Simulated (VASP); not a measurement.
Set up this calculation in VASP 6.6.1, as the native input.

* Task: single point
* Functional: r2SCAN
* Potentials or basis: VASP PAW PBE potentials, release 64 (Hf_pv, O)
* Cutoff: 520 eV
* k mesh: 8 × 8 × 8
* Occupations: gaussian, width 0.05 eV
* Spin: no spin polarisation
* Dipole correction: no
* Further INCAR settings: ALGO = Normal; EDIFF = 1e-06; NBANDS = 18

The system is HfO2.

```
CELL_PARAMETERS angstrom
0.00000 2.52916 2.52916
2.52916 0.00000 2.52916
2.52916 2.52916 0.00000
ATOMIC_POSITIONS crystal
Hf 0.00000 0.00000 0.00000
O 0.26236 0.23764 0.26236
O 0.76236 0.73764 0.76236
```

This cell differs from its parent crystal: all O atoms moved +0.062 Å, as atom 2 along Cartesian [0 1 0].

One way to write it, as run:

POSCAR

```
HfO2
1.0
    0.0000000000      2.5291609861      2.5291609861
    2.5291609861      0.0000000000      2.5291609861
    2.5291609861      2.5291609861      0.0000000000
Hf O
1 2
Direct
    0.0000000000      0.0000000000      0.0000000000
    0.2623558762      0.2376441238      0.2623558762
    0.7623558762      0.7376441238      0.7623558762
```

INCAR.step1

```
PREC     = Accurate       # precision mode
ENCUT    = 520            # plane-wave cutoff, eV
ISMEAR   = 0              # smearing method
SIGMA    = 0.05           # smearing width, eV
LREAL    = F              # projectors in reciprocal space
LASPH    = T              # aspherical terms in the spheres
NELM     = 100            # most SCF steps
NBANDS   = 18             # bands
GGA      = PE             # functional
ALGO     = Normal         # electronic algorithm
EDIFF    = 1E-4           # SCF threshold, eV
LWAVE    = T              # write WAVECAR
LCHARG   = F              # write CHGCAR
```

INCAR.step2

```
PREC     = Accurate       # precision mode
ENCUT    = 520            # plane-wave cutoff, eV
EDIFF    = 1E-6           # SCF threshold, eV
ISMEAR   = 0              # smearing method
SIGMA    = 0.05           # smearing width, eV
LREAL    = F              # projectors in reciprocal space
LASPH    = T              # aspherical terms in the spheres
NELM     = 100            # most SCF steps
ALGO     = Normal         # electronic algorithm
ISIF     = 2              # what is computed and relaxed
LWAVE    = F              # write WAVECAR
LCHARG   = F              # write CHGCAR
METAGGA  = R2SCAN         # meta-GGA
LMIXTAU  = T            
NBANDS   = 18             # bands
ISTART   = 1
```

KPOINTS

```
Automatic mesh
0
Gamma
  8 8 8
```

Potentials or basis: VASP PAW PBE potentials, release 64 (Hf_pv, O).

Command:

```bash
$ cat potpaw_PBE.64/Hf_pv/POTCAR potpaw_PBE.64/O/POTCAR > POTCAR
$ cp INCAR.step1 INCAR
$ mpirun -np 1 vasp_std > vasp.out
$ cp INCAR.step2 INCAR
$ mpirun -np 1 vasp_std > vasp.out
```

Results of the run:

* Pressure: -3.5 GPa
* Largest force: 0.333 eV/Å
* Band gap on the k mesh: 4.31 eV, direct

Caveat: the cell differs from its parent crystal (all O atoms moved +0.062 Å, as atom 2 along Cartesian [0 1 0]); the PAW data sets were made with another functional, which shifts forces and pressure a little; spin-orbit coupling is left out, which moves the levels of the heavy elements.

Wall time 90 s on 1 thread of Intel(R) Xeon(R) Platinum 8488C (Sapphire Rapids), with other jobs on the host, peak memory 0.18 GiB.
